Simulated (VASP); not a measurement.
Write the native input for VASP 6.6.1 that does the following.

```yaml
Task: single point
Functional: PBEsol
Potentials_or_basis: VASP PAW PBE potentials, release 64 (Mg, S)
Cutoff: 520 eV
k_mesh: 8 × 8 × 8
Occupations: gaussian, width 0.02 eV
Spin: no spin polarisation
Dipole_correction: no
Further_INCAR_settings: ALGO = Normal; EDIFF = 1e-06; NBANDS = 11
```

The structure of MgS lies in POSCAR:

```
MgS
1.0
    0.0000000000      2.5909905694      2.5909905694
    2.5909905694      0.0000000000      2.5909905694
    2.5909905694      2.5909905694      0.0000000000
Mg S
1 1
Direct
    0.0000000000      0.0000000000      0.0000000000
    0.5000000000      0.5000000000      0.5000000000
```

One way to write it, as run:

INCAR

```
PREC = Accurate
ENCUT = 520
EDIFF = 1E-6
ISMEAR = 0
SIGMA = 0.02
LREAL = F
LASPH = T
NELM = 60
ALGO = Normal
ISIF = 2
LWAVE = F
LCHARG = F
GGA = PS
NBANDS = 11
```

KPOINTS

```
regular mesh
0
Gamma
  8 8 8
```

Potentials or basis: VASP PAW PBE potentials, release 64 (Mg, S).

The run is started by

```sh
$ cat potpaw_PBE.64/Mg/POTCAR potpaw_PBE.64/S/POTCAR > POTCAR
$ mpirun -np 1 vasp_std > vasp.out
```

It gave:

The pressure is -0.2 GPa and the band gap on the k mesh is 2.73 eV, indirect (least direct gap 3.69 eV).

Caveat: the PAW data sets were made with another functional, which shifts forces and pressure a little.

Run time: 7.3 s on 1 thread of Intel(R) Xeon(R) Platinum 8488C (Sapphire Rapids) (shared host), peak memory 0.15 GiB.
